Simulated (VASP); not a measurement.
CdAu, 2 atoms in the cell. The structure is cubic, space group Pm-3m (No. 221). The conventional cell has a = 3.320 Å, b = 3.320 Å, c = 3.320 Å, α = 90.00°, β = 90.00°, γ = 90.00°. Cd (site symmetry m-3m) has 8 Au at 2.88 Å and 6 Cd at 3.32 Å within 3.8 Å. Au (site symmetry m-3m) has 8 Cd at 2.88 Å and 6 Au at 3.32 Å within 3.8 Å. 

| Property | Result |
| --- | --- |
| Program | VASP 6.6.1 |
| Task | relaxation of cell and atoms |
| Functional | r2SCAN |
| Potentials or basis | VASP PAW PBE potentials, release 64 (Cd, Au) |
| Cutoff | 600 eV |
| k mesh | 12 × 12 × 12 |
| Occupations | gaussian, width 0.1 eV |
| Spin | no spin polarisation |
| Dipole correction | no |
| Further INCAR settings | ALGO = Normal; EDIFF = 1e-07; IBRION = 2; EDIFFG = -0.005; NSW = 100; ISIF = 3 |

Potentials or basis: VASP PAW PBE potentials, release 64 (Cd, Au).

Run with:

```console
$ cat potpaw_PBE.64/Cd/POTCAR potpaw_PBE.64/Au/POTCAR > POTCAR
$ cp INCAR.step1 INCAR
$ mpirun -np 1 vasp_std > vasp.out
$ cp INCAR.step2 INCAR
$ mpirun -np 1 vasp_std > vasp.out
```

Hardware: 1 thread of Intel(R) Xeon(R) 6975P-C (Granite Rapids) (shared host).

Question: Estimate the wall time of this run.

Answer: Wall time 3.7 min on 1 thread of Intel(R) Xeon(R) 6975P-C (Granite Rapids), on a shared host, peak memory 0.21 GiB. Counts: k points 84, ion steps 3.
